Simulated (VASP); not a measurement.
Wanted: the native input for a VASP 6.6.1 run.

* Task: single point
* Functional: PBE
* Dispersion: D4
* Potentials or basis: VASP PAW PBE potentials, release 64 (Cu)
* Cutoff: 520 eV
* k mesh: 12 × 12 × 2
* Occupations: fermi-dirac, width 0.02 eV
* Spin: no spin polarisation
* Dipole correction: no
* Further INCAR settings: ALGO = Fast; EDIFF = 1e-06; NBANDS = 42

The structure of Cu lies in POSCAR:

```
Cu
1.0
    2.5527620267      0.0000000000      0.0000000000
   -1.2763810134      2.2107567650      0.0000000000
    0.0000000000      0.0000000000     25.0575859383
Cu
6
Direct
    0.3333333333      0.6666666667      0.7103855800
    0.6666666667      0.3333333333      0.5420091400
    0.0000000000      0.0000000000      0.6262355500
    0.3333333333      0.6666666667      0.4579908600
    0.6666666667      0.3333333333      0.2896144200
    0.0000000000      0.0000000000      0.3737644500
```

These files were run (other wordings do the same):

INCAR

```
SYSTEM = Cu
PREC = Accurate ; ENCUT = 520
EDIFF = 1E-6 ; ISMEAR = -1
SIGMA = 0.02 ; LREAL = .FALSE.
LASPH = .TRUE. ; NELM = 80
ALGO = Fast ; ISIF = 2
LWAVE = .FALSE. ; LCHARG = .FALSE.
GGA = PE ; IVDW = 13
NBANDS = 42
```

KPOINTS

```
regular mesh
0
G
  12 12 2
  0 0 0
```

Potentials or basis: VASP PAW PBE potentials, release 64 (Cu).

Launch:

```console
$ cat potpaw_PBE.64/Cu/POTCAR > POTCAR
$ mpirun -np 1 vasp_std > vasp.out
```

Results of the run:

```
Largest force              : 0.263 eV/Å
Band gap on the k mesh     : zero (band 33 reaches 4.95 eV, above the bottom of band 34 at -0.11 eV)
Dispersion energy per atom : -0.475 eV
```

Wall time 6.9 min on 1 thread of AMD EPYC 7R43 64-Core Processor (Zen 3), with other jobs on the host, peak memory 0.3 GiB.
